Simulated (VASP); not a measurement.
# Pt (Fm-3m) in VASP: further runs, part 2 of 2

VASP 6.6.1. Earlier steps stand in the parts before.

### Step 3. Single point, LDA

INCAR reads:

```
ALGO = Normal
EDIFF = 1E-6
ENCUT = 520
GGA = CA
ISIF = 2
ISMEAR = -1
LASPH = True
LCHARG = False
LREAL = False
LWAVE = False
NBANDS = 11
NELM = 80
PREC = Accurate
SIGMA = 0.1
```

KPOINTS reads:

```
k-points
0
Gamma
  15 15 15
```

POSCAR reads:

```
Pt
1.0
    0.0000000000      1.9474302061      1.9474302061
    1.9474302061      0.0000000000      1.9474302061
    1.9474302061      1.9474302061      0.0000000000
Pt
1
Direct
    0.0000000000      0.0000000000      0.0000000000
```

Potentials or basis: VASP PAW LDA potentials, release 64 (Pt).

Launch:

```bash
cat potpaw_LDA.64/Pt/POTCAR > POTCAR
mpirun -np 1 vasp_std > vasp.out
```

OUTCAR:

```text
EDIFF = 1E-6
   ENCUT = 520
   GGA = CA
   ISIF = 2
   ISMEAR = -1
   LASPH = True
   LREAL = False
   NELM = 80
   PREC = Accurate

 ion  position               nearest neighbor table
   1  0.000  0.000  0.000-

  LATTYP: Found a face centered cubic cell.
 ALAT       =     3.8948604122

  Lattice vectors:

 A1 = (   0.0000000000,   1.9474302061,   1.9474302061)
 A2 = (   1.9474302061,   0.0000000000,   1.9474302061)
 A3 = (   1.9474302061,   1.9474302061,   0.0000000000)

Analysis of symmetry for initial positions (statically):
=====================================================================
 Subroutine PRICEL returns:
 Original cell was already a primitive cell.

 Routine SETGRP: Setting up the symmetry group for a
 face centered cubic supercell.

 Subroutine GETGRP returns: Found 48 space group operations
 (whereof 48 operations were pure point group operations)
 out of a pool of 48 trial point group operations.

The static configuration has the point symmetry O_h .

Analysis of symmetry for dynamics (positions and initial velocities):
=====================================================================
 Subroutine PRICEL returns:
 Original cell was already a primitive cell.

 Routine SETGRP: Setting up the symmetry group for a
 face centered cubic supercell.

 Subroutine GETGRP returns: Found 48 space group operations
 (whereof 48 operations were pure point group operations)
 out of a pool of 48 trial point group operations.

The dynamic configuration has the point symmetry O_h .

 Subroutine INISYM returns: Found 48 space group operations
 (whereof 48 operations are pure point group operations),
 and found     1 'primitive' translations

----------------------------------------------------------------------------------------

                                     Primitive cell

  volume of cell :      14.7712

  direct lattice vectors                    reciprocal lattice vectors
[... 105 lines left out ...]
     AMIX_MAG =   1.60;   BMIX_MAG =  1.00
  volume/ion in A,a.u.               =      14.77        99.68
  Fermi-wavevector in a.u.,A,eV,Ry     =   1.437484  2.716450 28.114526  2.066359
  Thomas-Fermi vector in A             =   2.556556
   LORBIT       =      0    0 simple, 1 ext, 2 COOP (PROOUT), +10 PAW based schemes
   GGA     = CA    functional components
   LHFCALC =     F    Hartree Fock is set to
   AEXX    =    0.0000 exact exchange contribution
   IVDW    =     0    specifies the selected vdW correction
   LEPSILON=     F    determine dielectric tensor
   LRPA    =     F    only Hartree local field effects (RPA)
 non-spin polarized calculation
  energy-cutoff  :      520.00
  volume of cell :       14.77
 maximum number of plane-waves:       411
   NGX = 11   NGY = 11   NGZ = 11

 number of electron      10.0000000 magnetization

 Free energy of the ion-electron system (eV)
  ---------------------------------------------------
  ext. energy  EPLUGINS =         0.00000000
  ---------------------------------------------------
  free energy    TOTEN  =        -7.53152234 eV

  energy without entropy =       -7.47884215  energy(sigma->0) =       -7.50518225

 E-fermi :  11.5707     XC(G=0): -13.8078

 val. band max:       11.5598050014   @ k =   0.4667   0.4667   0.0000
 cond. band min:      11.5824252620   @ k =  -0.4667   0.2000   0.0000
 fundamental gap:      0.0226202606
 Fermi energy:        11.5706847822

 k-point     1 :       0.0000    0.0000    0.0000
  band No.  band energies     occupation
      1       1.0675      2.00000
      2       7.6023      2.00000
      3       7.6023      2.00000
      4       7.6023      2.00000
      5       9.8693      2.00000
      6       9.8693      2.00000
      7      26.1086      0.00000
      8      31.1467      0.00000
      9      31.1467      0.00000
     10      31.1467      0.00000
     11      36.6753      0.00000
[... 309 lines left out ...]
 k-point    24 :       0.2000    0.1333    0.0000
  band No.  band energies     occupation
      1       2.6054      2.00000
      2       6.7383      2.00000
      3       8.2848      2.00000
      4       8.3590      2.00000
      5       9.0623      2.00000
      6      10.2635      2.00000
      7      28.3282      0.00000
      8      28.4834      0.00000
      9      31.0796      0.00000
     10      31.6958      0.00000
     11      36.9824      0.00000

 [... further k-points ...]
[... 5 lines left out ...]
  --------------------------------------------------------------------------------------
  -------------------------------------------------------------------------------------
  Total        0.0850223      0.0850223      0.0850223     -0.0000000     -0.0000000      0.0000000
  in kB        9.2220536      9.2220536      9.2220536     -0.0000000     -0.0000000      0.0000000
  external PRESSURE =       9.2220536 kB  Pullay stress =       0.0000000 kB

 VOLUME and BASIS-vectors are now :
 -----------------------------------------------------------------------------
  energy-cutoff  :      520.00
  volume of cell :       14.77
      direct lattice vectors                 reciprocal lattice vectors
     0.000000000  1.947430206  1.947430206    -0.256748611  0.256748611  0.256748611
     1.947430206  0.000000000  1.947430206     0.256748611 -0.256748611  0.256748611
     1.947430206  1.947430206  0.000000000     0.256748611  0.256748611 -0.256748611

 POSITION                                       TOTAL-FORCE (eV/Angst)
 -----------------------------------------------------------------------------------
      0.00000      0.00000      0.00000         0.000000      0.000000      0.000000
 -----------------------------------------------------------------------------------
    total drift:                               -0.000000     -0.000000     -0.000000

  FREE ENERGIE OF THE ION-ELECTRON SYSTEM (eV)
  ---------------------------------------------------
  free  energy   TOTEN  =        -7.5315223442 eV

  energy  without entropy=       -7.4788421479  energy(sigma->0) =       -7.50518225
```

stdout:

```text
POSCAR found type information on POSCAR Pt
 POSCAR found :  1 types and       1 ions
 scaLAPACK will be used
 LDA part: xc-table for (Slater(with rela. corr.)+CA(PZ))
 , standard interpolation
 POSCAR, INCAR and KPOINTS ok, starting setup
 FFT: planning ... GRIDC
 FFT: planning ... GRID_SOFT
 FFT: planning ... GRID
 WAVECAR not read
 entering main loop
```

Wall time 12 s (1 thread of AMD EPYC 7R13 (Zen 3), shared host); peak memory 0.1 GiB.

Results:

| Item | Value |
| --- | --- |
| Free energy | -7.5315 eV |
| Pressure | 0.9 GPa |
| Band gap on the k mesh | zero (band 5 reaches 12.01 eV, above the bottom of band 6 at 9.76 eV) |

Caveat: spin-orbit coupling is left out, which moves the levels of the heavy elements.

### Step 4. Single point, LDA

INCAR reads:

```
SYSTEM = Pt
PREC = Accurate
ENCUT = 520
EDIFF = 1E-6
ISMEAR = -1
SIGMA = 0.1
LREAL = .False.
LASPH = .True.
NELM = 100
ALGO = Normal
ISIF = 2
LWAVE = .False.
LCHARG = .False.
GGA = CA
NBANDS = 11
```

KPOINTS reads:

```
Automatic mesh
0
Gamma
  20 20 20
  0 0 0
```

POSCAR is that of step 3.

Potentials or basis: VASP PAW LDA potentials, release 64 (Pt).

Launch:

```bash
cat potpaw_LDA.64/Pt/POTCAR > POTCAR
mpirun -np 1 vasp_std > vasp.out
```

OUTCAR:

```text
SYSTEM = Pt
   PREC = Accurate
   ENCUT = 520
   EDIFF = 1E-6
   ISMEAR = -1
   LREAL = .False.
   LASPH = .True.
   NELM = 100
   ISIF = 2
   GGA = CA

 ion  position               nearest neighbor table
   1  0.000  0.000  0.000-

  LATTYP: Found a face centered cubic cell.
 ALAT       =     3.8948604122

  Lattice vectors:

 A1 = (   0.0000000000,   1.9474302061,   1.9474302061)
 A2 = (   1.9474302061,   0.0000000000,   1.9474302061)
 A3 = (   1.9474302061,   1.9474302061,   0.0000000000)

Analysis of symmetry for initial positions (statically):
=====================================================================
 Subroutine PRICEL returns:
 Original cell was already a primitive cell.

 Routine SETGRP: Setting up the symmetry group for a
 face centered cubic supercell.

 Subroutine GETGRP returns: Found 48 space group operations
 (whereof 48 operations were pure point group operations)
 out of a pool of 48 trial point group operations.

The static configuration has the point symmetry O_h .

Analysis of symmetry for dynamics (positions and initial velocities):
=====================================================================
 Subroutine PRICEL returns:
 Original cell was already a primitive cell.

 Routine SETGRP: Setting up the symmetry group for a
 face centered cubic supercell.

 Subroutine GETGRP returns: Found 48 space group operations
 (whereof 48 operations were pure point group operations)
 out of a pool of 48 trial point group operations.

The dynamic configuration has the point symmetry O_h .

 Subroutine INISYM returns: Found 48 space group operations
 (whereof 48 operations are pure point group operations),
 and found     1 'primitive' translations

----------------------------------------------------------------------------------------

                                     Primitive cell

  volume of cell :      14.7712

  direct lattice vectors                    reciprocal lattice vectors
     0.000000000  1.947430206  1.947430206    -0.256748611  0.256748611  0.256748611
     1.947430206  0.000000000  1.947430206     0.256748611 -0.256748611  0.256748611
     1.947430206  1.947430206  0.000000000     0.256748611  0.256748611 -0.256748611

  length of vectors
     2.754082209  2.754082209  2.754082209     0.444701639  0.444701639  0.444701639

  position of ions in fractional coordinates (direct lattice)
     0.000000000  0.000000000  0.000000000

  ion indices of the primitive-cell ions
   primitive index   ion index
                 1           1

----------------------------------------------------------------------------------------

 KPOINTS: Automatic mesh

Automatic generation of k-mesh.
 Grid dimensions read from file:
 generate k-points for:   20   20   20

 Generating k-lattice:

  Cartesian coordinates                     Fractional coordinates (reciprocal lattice)
    -0.012837431  0.012837431  0.012837431     0.050000000  0.000000000  0.000000000
     0.012837431 -0.012837431  0.012837431     0.000000000  0.050000000  0.000000000
     0.012837431  0.012837431 -0.012837431     0.000000000  0.000000000  0.050000000

  Length of vectors
     0.022235082  0.022235082  0.022235082

  Shift w.r.t. Gamma in fractional coordinates (k-lattice)
     0.000000000  0.000000000  0.000000000

 Subroutine IBZKPT returns following result:
 ===========================================

 Found    256 irreducible k-points:

 Following reciprocal coordinates:
            Coordinates               Weight
  0.000000  0.000000  0.000000      1.000000
  0.050000  0.000000  0.000000      8.000000
  0.100000  0.000000  0.000000      8.000000
  0.150000  0.000000  0.000000      8.000000
  0.200000  0.000000  0.000000      8.000000
  0.250000  0.000000  0.000000      8.000000
[... 16 lines left out ...]
 -0.400000  0.050000  0.000000     24.000000
 -0.350000  0.050000  0.000000     24.000000
 [... further k-points ...]
   k-points           NKPTS =    256   k-points in BZ     NKDIM =    256   number of bands    NBANDS=     11
   number of dos      NEDOS =    301   number of ions     NIONS =      1
   total plane-waves  NPLWV =   8000
   dimension x,y,z NGX =    20 NGY =   20 NGZ =   20
   dimension x,y,z NGXF=    40 NGYF=   40 NGZF=   40
   ions per type =               1
   NGX,Y,Z   is equivalent  to a cutoff of  12.07, 12.07, 12.07 a.u.
   NGXF,Y,Z  is equivalent  to a cutoff of  24.15, 24.15, 24.15 a.u.
 SYSTEM =  Pt
   PREC   = accura    normal or accurate (medium, high low for compatibility)
   ISTART =      0    job   : 0-new  1-cont  2-samecut
   ICHARG =      2    charge: 1-file 2-atom 10-const
   ISPIN  =      1    spin polarized calculation?
   LNONCOLLINEAR =      F non collinear calculations
   LSORBIT =      F    spin-orbit coupling
   LASPH  =      T    aspherical Exc in radial PAW
   ENCUT  =  520.0 eV  38.22 Ry    6.18 a.u.   5.12  5.12  5.12*2*pi/ulx,y,z
   NELM   =    100;   NELMIN=  2; NELMDL= -5     # of ELM steps
   EDIFF  = 0.1E-05   stopping-criterion for ELM
   LREAL  =      F    real-space projection
   EDIFFG = 0.1E-04   stopping-criterion for IOM
   NSW    =      0    number of steps for IOM
   IBRION =     -1    ionic relax: 0-MD 1-quasi-New 2-CG
   NFREE  =      0    steps in history (QN), initial steepest desc. (CG)
   ISIF   =      2    stress and relaxation
   ISYM   =      2    0-nonsym 1-usesym 2-fastsym
   POTIM  = 0.5000    time-step for ionic-motion
   TEBEG  =    0.0;   TEEND  =   0.0 temperature during run
   PSTRESS=    0.0 pullay stress
   NELECT =      10.0000    total number of electrons
   NUPDOWN=      -1.0000    fix difference up-down
   EMIN   =  10.00;   EMAX   =-10.00  energy-range for DOS
   EFERMI =   0.00;   METHOD = LEGACY
   ISMEAR =    -1;   SIGMA  =   0.10  broadening in eV -4-tet -1-fermi 0-gaus
   EFERMI_NEDOS =   21; number of points for ismear=-14 and -15
   IALGO  =     38    algorithm
   IMIX   =      4    mixing-type and parameters
     AMIX     =   0.40;   BMIX     =  1.00
     AMIX_MAG =   1.60;   BMIX_MAG =  1.00
  volume/ion in A,a.u.               =      14.77        99.68
  Fermi-wavevector in a.u.,A,eV,Ry     =   1.437484  2.716450 28.114526  2.066359
  Thomas-Fermi vector in A             =   2.556556
   LORBIT       =      0    0 simple, 1 ext, 2 COOP (PROOUT), +10 PAW based schemes
   GGA     = CA    functional components
   LHFCALC =     F    Hartree Fock is set to
   AEXX    =    0.0000 exact exchange contribution
   IVDW    =     0    specifies the selected vdW correction
   LEPSILON=     F    determine dielectric tensor
   LRPA    =     F    only Hartree local field effects (RPA)
 non-spin polarized calculation
  energy-cutoff  :      520.00
  volume of cell :       14.77
 maximum number of plane-waves:       415
   NGX = 11   NGY = 11   NGZ = 11

 number of electron      10.0000000 magnetization

 Free energy of the ion-electron system (eV)
  ---------------------------------------------------
  ext. energy  EPLUGINS =         0.00000000
  ---------------------------------------------------
  free energy    TOTEN  =        -7.53373184 eV

  energy without entropy =       -7.48136210  energy(sigma->0) =       -7.50754697

 E-fermi :  11.5638     XC(G=0): -13.8079

 val. band max:       11.5599371468   @ k =  -0.4000   0.3500   0.1000
 cond. band min:      11.5649129996   @ k =   0.4000   0.1000   0.0500
 fundamental gap:      0.0049758529
 Fermi energy:        11.5638440406

 k-point     1 :       0.0000    0.0000    0.0000
  band No.  band energies     occupation
      1       1.0675      2.00000
      2       7.6017      2.00000
      3       7.6017      2.00000
      4       7.6017      2.00000
      5       9.8691      2.00000
      6       9.8692      2.00000
      7      26.1085      0.00000
      8      31.1471      0.00000
      9      31.1471      0.00000
     10      31.1471      0.00000
     11      36.6758      0.00000

 k-point     2 :       0.0500    0.0000    0.0000
  band No.  band energies     occupation
      1       1.1708      2.00000
      2       7.5540      2.00000
      3       7.6437      2.00000
      4       7.6437      2.00000
      5       9.8446      2.00000
      6       9.8446      2.00000
      7      26.2738      0.00000
      8      30.6018      0.00000
      9      31.3091      0.00000
     10      31.3091      0.00000
     11      37.2945      0.00000
[... 295 lines left out ...]
 k-point    24 :      -0.3500    0.0500    0.0000
  band No.  band energies     occupation
      1       4.0029      2.00000
      2       7.6859      2.00000
      3       7.7776      2.00000
      4       8.5695      2.00000
      5      10.7379      1.99948
      6      11.4193      1.61863
      7      20.8159      0.00000
      8      26.6374      0.00000
      9      31.2318      0.00000
     10      32.8143      0.00000
     11      37.0996      0.00000

 [... further k-points ...]
[... 5 lines left out ...]
  --------------------------------------------------------------------------------------
  -------------------------------------------------------------------------------------
  Total        0.0815621      0.0815621      0.0815621     -0.0000000     -0.0000000      0.0000000
  in kB        8.8467372      8.8467372      8.8467372     -0.0000000     -0.0000000      0.0000000
  external PRESSURE =       8.8467372 kB  Pullay stress =       0.0000000 kB

 VOLUME and BASIS-vectors are now :
 -----------------------------------------------------------------------------
  energy-cutoff  :      520.00
  volume of cell :       14.77
      direct lattice vectors                 reciprocal lattice vectors
     0.000000000  1.947430206  1.947430206    -0.256748611  0.256748611  0.256748611
     1.947430206  0.000000000  1.947430206     0.256748611 -0.256748611  0.256748611
     1.947430206  1.947430206  0.000000000     0.256748611  0.256748611 -0.256748611

 POSITION                                       TOTAL-FORCE (eV/Angst)
 -----------------------------------------------------------------------------------
      0.00000      0.00000      0.00000         0.000000     -0.000000     -0.000000
 -----------------------------------------------------------------------------------
    total drift:                               -0.000000     -0.000000     -0.000000

  FREE ENERGIE OF THE ION-ELECTRON SYSTEM (eV)
  ---------------------------------------------------
  free  energy   TOTEN  =        -7.5337318447 eV

  energy  without entropy=       -7.4813621020  energy(sigma->0) =       -7.50754697
```

OSZICAR:

```text
N       E                     dE             d eps       ncg     rms          rms(c)
DAV:   1     0.385766292940E+02    0.38577E+02   -0.53684E+03  5712   0.847E+02
DAV:   2    -0.736500043955E+01   -0.45942E+02   -0.44367E+02  6473   0.177E+02
DAV:   3    -0.796473970236E+01   -0.59974E+00   -0.59683E+00  6579   0.195E+01
DAV:   4    -0.796700042768E+01   -0.22607E-02   -0.22606E-02  6501   0.141E+00
DAV:   5    -0.796701762763E+01   -0.17200E-04   -0.17200E-04  6666   0.113E-01    0.141E+01
DAV:   6    -0.758324195164E+01    0.38378E+00   -0.87270E-01  6070   0.737E+00    0.728E+00
DAV:   7    -0.753848467972E+01    0.44757E-01   -0.14439E-01  6535   0.288E+00    0.264E+00
DAV:   8    -0.753389517660E+01    0.45895E-02   -0.60737E-03  6130   0.740E-01    0.554E-01
DAV:   9    -0.753372823118E+01    0.16695E-03   -0.12135E-04  6304   0.105E-01    0.118E-02
DAV:  10    -0.753373179656E+01   -0.35654E-05   -0.24488E-06  6708   0.107E-02    0.192E-03
DAV:  11    -0.753373184469E+01   -0.48139E-07   -0.45270E-08  3416   0.198E-03
   1 F= -.75337318E+01 E0= -.75075470E+01  d E =-.523697E-01
```

Wall time 23 s (1 thread of AMD EPYC 7R13 (Zen 3), shared host); peak memory 0.12 GiB.

What came out:

```
Free energy            : -7.5337 eV
Pressure               : 0.9 GPa
Band gap on the k mesh : zero (band 5 reaches 12.07 eV, above the bottom of band 6 at 9.75 eV)
```

Caveat: spin-orbit coupling is left out, which moves the levels of the heavy elements.

### Step 5. The runs side by side

| spin | k mesh | gap on the mesh (eV) | pressure (GPa) |
| --- | --- | --- | --- |
| non-collinear, zero start, SOC | 14 × 14 × 14 | - | 1.5 |
| off | 15 × 15 × 15 | none | 0.9 |
| off | 20 × 20 × 20 | none | 0.9 |

Alike in all rows: task single point; level LDA; potentials or basis VASP PAW LDA potentials, release 64 (Pt); cell as given; cutoff (eV) 520; smearing fermi-dirac 0.1 eV.

Caveats: spin-orbit coupling is left out, which moves the levels of the heavy elements (some runs).

Absolute energies hang on the potentials; compare differences alone.
